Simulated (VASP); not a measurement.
# Ir (Pmma) in VASP: a series of runs

Runs on Ir. Level: LDA. Tasks: single point.

All numbers are computed with VASP 6.6.1; they aren't measurements. Logs are shortened: lines on timing, memory, paths and dates and some standing lists are left out, and cuts for length are marked.

### 1 The cell of the first run

Symmetry: Pmma, No. 51, orthorhombic system. The conventional cell has a = 12.400 Å, b = 2.263 Å, c = 7.288 Å, α = 90.00°, β = 90.00°, γ = 90.00°. Within 3.0 Å of Ir (site symmetry mm2) lie 2 Ir at 2.26 Å.

### 2 Single point, LDA

File INCAR:

```
SYSTEM = Ir
  ALGO = Normal
  EDIFF = 1E-6
  ENCUT = 520
  GGA = CA
  ISIF = 2
  ISMEAR = 0
  LASPH = .TRUE.
  LCHARG = .FALSE.
  LREAL = .FALSE.
  LWAVE = .FALSE.
  NBANDS = 16
  NELM = 80
  PREC = Accurate
  SIGMA = 0.05
```

File KPOINTS:

```
k-points
0
G
  3 13 4
  0 0 0
```

File POSCAR:

```
Ir
1.0
   12.3995057715      0.0000000000      0.0000000000
    0.0000000000      2.2628216204      0.0000000000
    0.0000000000      0.0000000000      7.2876566048
Ir
2
Direct
    0.2500000000      0.0000000000      0.1639880000
    0.7500000000      0.0000000000      0.8360120000
```

Potentials or basis: VASP PAW LDA potentials, release 64 (Ir).

Command:

```sh
$ cat potpaw_LDA.64/Ir/POTCAR > POTCAR
$ mpirun -np 1 vasp_std > vasp.out
```

OUTCAR:

```text
SYSTEM = Ir
   EDIFF = 1E-6
   ENCUT = 520
   GGA = CA
   ISIF = 2
   ISMEAR = 0
   LASPH = .TRUE.
   LREAL = .FALSE.
   NELM = 80
   PREC = Accurate

 ion  position               nearest neighbor table
   1  0.250  0.000  0.164-
   2  0.750  0.000  0.836-

  LATTYP: Found a simple orthorhombic cell.
 ALAT       =     2.2628216204
 B/A-ratio  =     3.2206058750
 C/A-ratio  =     5.4796655908

  Lattice vectors:

 A1 = (   0.0000000000,   2.2628216204,   0.0000000000)
 A2 = (   0.0000000000,   0.0000000000,   7.2876566048)
 A3 = (  12.3995057715,   0.0000000000,   0.0000000000)

Analysis of symmetry for initial positions (statically):
=====================================================================
 Subroutine PRICEL returns:
 Original cell was already a primitive cell.

 Routine SETGRP: Setting up the symmetry group for a
 simple orthorhombic supercell.

 Subroutine GETGRP returns: Found  8 space group operations
 (whereof  4 operations were pure point group operations)
 out of a pool of  8 trial point group operations.

The static configuration has the point symmetry C_2h.
 The point group associated with its full space group is D_2h.

Analysis of symmetry for dynamics (positions and initial velocities):
=====================================================================
 Subroutine PRICEL returns:
 Original cell was already a primitive cell.

 Routine SETGRP: Setting up the symmetry group for a
 simple orthorhombic supercell.

 Subroutine GETGRP returns: Found  8 space group operations
 (whereof  4 operations were pure point group operations)
 out of a pool of  8 trial point group operations.

The dynamic configuration has the point symmetry C_2h.
 The point group associated with its full space group is D_2h.

 Subroutine INISYM returns: Found  8 space group operations
 (whereof  4 operations are pure point group operations),
 and found     1 'primitive' translations

----------------------------------------------------------------------------------------

                                     Primitive cell

  volume of cell :     204.4761

  direct lattice vectors                    reciprocal lattice vectors
    12.399505771  0.000000000  0.000000000     0.080648376  0.000000000  0.000000000
     0.000000000  2.262821620  0.000000000     0.000000000  0.441926129  0.000000000
     0.000000000  0.000000000  7.287656605     0.000000000  0.000000000  0.137218321

  length of vectors
    12.399505771  2.262821620  7.287656605     0.080648376  0.441926129  0.137218321

  position of ions in fractional coordinates (direct lattice)
     0.250000000  0.000000000  0.163988000
     0.750000000  0.000000000  0.836012000

  ion indices of the primitive-cell ions
   primitive index   ion index
                 1           1
                 2           2

----------------------------------------------------------------------------------------

 KPOINTS: k-points

Automatic generation of k-mesh.
 Grid dimensions read from file:
 generate k-points for:    3   13    4

 Generating k-lattice:

  Cartesian coordinates                     Fractional coordinates (reciprocal lattice)
     0.026882792  0.000000000  0.000000000     0.333333333  0.000000000  0.000000000
     0.000000000  0.033994318  0.000000000     0.000000000  0.076923077  0.000000000
     0.000000000  0.000000000  0.034304580     0.000000000  0.000000000  0.250000000

  Length of vectors
     0.026882792  0.033994318  0.034304580

  Shift w.r.t. Gamma in fractional coordinates (k-lattice)
     0.000000000  0.000000000  0.000000000

 Subroutine IBZKPT returns following result:
 ===========================================

 Found     42 irreducible k-points:

 Following reciprocal coordinates:
            Coordinates               Weight
  0.000000  0.000000  0.000000      1.000000
  0.333333  0.000000  0.000000      2.000000
  0.000000  0.076923  0.000000      2.000000
  0.333333  0.076923  0.000000      4.000000
  0.000000  0.153846  0.000000      2.000000
  0.333333  0.153846  0.000000      4.000000
[... 16 lines left out ...]
  0.000000  0.307692  0.250000      4.000000
  0.333333  0.307692  0.250000      8.000000
 [... further k-points ...]
   k-points           NKPTS =     42   k-points in BZ     NKDIM =     42   number of bands    NBANDS=     16
   number of dos      NEDOS =    301   number of ions     NIONS =      2
   total plane-waves  NPLWV =  93312
   dimension x,y,z NGX =    96 NGY =   18 NGZ =   54
   dimension x,y,z NGXF=   192 NGYF=   36 NGZF=  108
   ions per type =               2
   NGX,Y,Z   is equivalent  to a cutoff of  12.87, 13.22, 12.32 a.u.
   NGXF,Y,Z  is equivalent  to a cutoff of  25.74, 26.45, 24.64 a.u.
 SYSTEM =  Ir
   PREC   = accura    normal or accurate (medium, high low for compatibility)
   ISTART =      0    job   : 0-new  1-cont  2-samecut
   ICHARG =      2    charge: 1-file 2-atom 10-const
   ISPIN  =      1    spin polarized calculation?
   LNONCOLLINEAR =      F non collinear calculations
   LSORBIT =      F    spin-orbit coupling
   LASPH  =      T    aspherical Exc in radial PAW
   ENCUT  =  520.0 eV  38.22 Ry    6.18 a.u.  23.05  4.21 13.55*2*pi/ulx,y,z
   NELM   =     80;   NELMIN=  2; NELMDL= -5     # of ELM steps
   EDIFF  = 0.1E-05   stopping-criterion for ELM
   LREAL  =      F    real-space projection
   EDIFFG = 0.1E-04   stopping-criterion for IOM
   NSW    =      0    number of steps for IOM
   IBRION =     -1    ionic relax: 0-MD 1-quasi-New 2-CG
   NFREE  =      0    steps in history (QN), initial steepest desc. (CG)
   ISIF   =      2    stress and relaxation
   ISYM   =      2    0-nonsym 1-usesym 2-fastsym
   POTIM  = 0.5000    time-step for ionic-motion
   TEBEG  =    0.0;   TEEND  =   0.0 temperature during run
   PSTRESS=    0.0 pullay stress
   NELECT =      18.0000    total number of electrons
   NUPDOWN=      -1.0000    fix difference up-down
   EMIN   =  10.00;   EMAX   =-10.00  energy-range for DOS
   EFERMI =   0.00;   METHOD = LEGACY
   ISMEAR =     0;   SIGMA  =   0.05  broadening in eV -4-tet -1-fermi 0-gaus
   EFERMI_NEDOS =   21; number of points for ismear=-14 and -15
   IALGO  =     38    algorithm
   IMIX   =      4    mixing-type and parameters
     AMIX     =   0.40;   BMIX     =  1.00
     AMIX_MAG =   1.60;   BMIX_MAG =  1.00
  volume/ion in A,a.u.               =     102.24       689.94
  Fermi-wavevector in a.u.,A,eV,Ry     =   0.728257  1.376207  7.215967  0.530359
  Thomas-Fermi vector in A             =   1.819685
   LORBIT       =      0    0 simple, 1 ext, 2 COOP (PROOUT), +10 PAW based schemes
   GGA     = CA    functional components
   LHFCALC =     F    Hartree Fock is set to
   AEXX    =    0.0000 exact exchange contribution
   IVDW    =     0    specifies the selected vdW correction
   LEPSILON=     F    determine dielectric tensor
   LRPA    =     F    only Hartree local field effects (RPA)
 non-spin polarized calculation
 Gauss-broadening in eV      SIGMA  =   0.05
  energy-cutoff  :      520.00
  volume of cell :      204.48
 maximum number of plane-waves:      5529
 NGX is ok and might be reduce to    96
   NGX = 47   NGY =  9   NGZ = 27

 number of electron      18.0000000 magnetization

 Free energy of the ion-electron system (eV)
  ---------------------------------------------------
  ext. energy  EPLUGINS =         0.00000000
  ---------------------------------------------------
  free energy    TOTEN  =       -11.37445166 eV

  energy without entropy =      -11.36549543  energy(sigma->0) =      -11.36997354

 E-fermi :  -3.7539     XC(G=0):  -4.2527

 val. band max:       -3.9202985470   @ k =   0.3333   0.3846   0.5000
 cond. band min:      -3.7141501882   @ k =   0.3333   0.4615   0.0000
 fundamental gap:      0.2061483588
 Fermi energy:        -3.7538837737

 k-point     1 :       0.0000    0.0000    0.0000
  band No.  band energies     occupation
      1     -11.1228      2.00000
      2     -11.1223      2.00000
      3      -5.9810      2.00000
      4      -5.9263      2.00000
      5      -5.3256      2.00000
      6      -5.3221      2.00000
[... 8 lines left out ...]
     15      -0.6648      0.00000
     16      -0.5612      0.00000

 k-point     2 :       0.3333    0.0000    0.0000
  band No.  band energies     occupation
      1     -11.1227      2.00000
      2     -11.1224      2.00000
      3      -5.9676      2.00000
      4      -5.9402      2.00000
      5      -5.3265      2.00000
      6      -5.3256      2.00000
[... 8 lines left out ...]
     15      -0.6723      0.00000
     16      -0.6693      0.00000

 k-point     3 :       0.0000    0.0769    0.0000
  band No.  band energies     occupation
      1     -10.5975      2.00000
      2     -10.5970      2.00000
      3      -5.8438      2.00000
      4      -5.7900      2.00000
      5      -5.2443      2.00000
      6      -5.2409      2.00000
[... 8 lines left out ...]
     15       0.1391      0.00000
     16       0.2447      0.00000

 k-point     4 :       0.3333    0.0769    0.0000
  band No.  band energies     occupation
      1     -10.5974      2.00000
      2     -10.5971      2.00000
      3      -5.8306      2.00000
      4      -5.8037      2.00000
      5      -5.2451      2.00000
      6      -5.2442      2.00000
[... 8 lines left out ...]
     15       0.1223      0.00000
     16       0.1292      0.00000
[... 324 lines left out ...]
 k-point    22 :       0.3333    0.2308    0.2500
  band No.  band energies     occupation
      1      -6.7688      2.00000
      2      -6.7686      2.00000
      3      -5.5673      2.00000
      4      -5.5653      2.00000
      5      -5.5637      2.00000
      6      -5.5619      2.00000
[... 8 lines left out ...]
     15       1.8707      0.00000
     16       2.1754      0.00000

 k-point    23 :       0.0000    0.3077    0.2500
  band No.  band energies     occupation
      1      -6.8354      2.00000
      2      -6.8340      2.00000
      3      -6.8337      2.00000
      4      -6.8324      2.00000
      5      -4.4165      2.00000
      6      -4.4087      2.00000
[... 8 lines left out ...]
     15       3.0820      0.00000
     16       3.5681      0.00000

 k-point    24 :       0.3333    0.3077    0.2500
  band No.  band energies     occupation
      1      -6.8349      2.00000
      2      -6.8342      2.00000
      3      -6.8335      2.00000
      4      -6.8328      2.00000
      5      -4.4145      2.00000
      6      -4.4107      2.00000
[... 8 lines left out ...]
     15       3.1229      0.00000
     16       3.4474      0.00000

 [... further k-points ...]

------------------------ aborting loop because EDIFF is reached ----------------------------------------

  FORCE on cell =-STRESS in cart. coord.  units (eV):
  Direction    XX          YY          ZZ          XY          YZ          ZX
  --------------------------------------------------------------------------------------
  -------------------------------------------------------------------------------------
  Total       -0.0480119     -3.7519374     -0.0326666      0.0000000      0.0000000     -0.0000000
  in kB       -0.3761983    -29.3983916     -0.2559602      0.0000000      0.0000000     -0.0000000
  external PRESSURE =     -10.0101834 kB  Pullay stress =       0.0000000 kB

 VOLUME and BASIS-vectors are now :
 -----------------------------------------------------------------------------
  energy-cutoff  :      520.00
  volume of cell :      204.48
      direct lattice vectors                 reciprocal lattice vectors
    12.399505771  0.000000000  0.000000000     0.080648376  0.000000000  0.000000000
     0.000000000  2.262821620  0.000000000     0.000000000  0.441926129  0.000000000
     0.000000000  0.000000000  7.287656605     0.000000000  0.000000000  0.137218321

 POSITION                                       TOTAL-FORCE (eV/Angst)
 -----------------------------------------------------------------------------------
      3.09988      0.00000      1.19509        -0.000000      0.000000     -0.001321
      9.29963      0.00000      6.09257         0.000000      0.000000      0.001321
 -----------------------------------------------------------------------------------
    total drift:                                0.000000      0.000000     -0.000000

  FREE ENERGIE OF THE ION-ELECTRON SYSTEM (eV)
  ---------------------------------------------------
  free  energy   TOTEN  =       -11.3744516559 eV

  energy  without entropy=      -11.3654954276  energy(sigma->0) =      -11.36997354
```

Wall time 3 min (1 thread of Intel Xeon 8259CL, shared host); peak memory 0.3 GiB.

Results:

```yaml
Free_energy: -11.3745 eV
Pressure: -1.0 GPa
Band_gap_on_the_k_mesh: zero (bands 9 and 10 overlap by 3.18 eV)
```

Caveat: spin-orbit coupling is left out, which moves the levels of the heavy elements.

[end of part 1 of 2]

The gap in the log of VASP goes by the Fermi energy; the results here count the filled bands.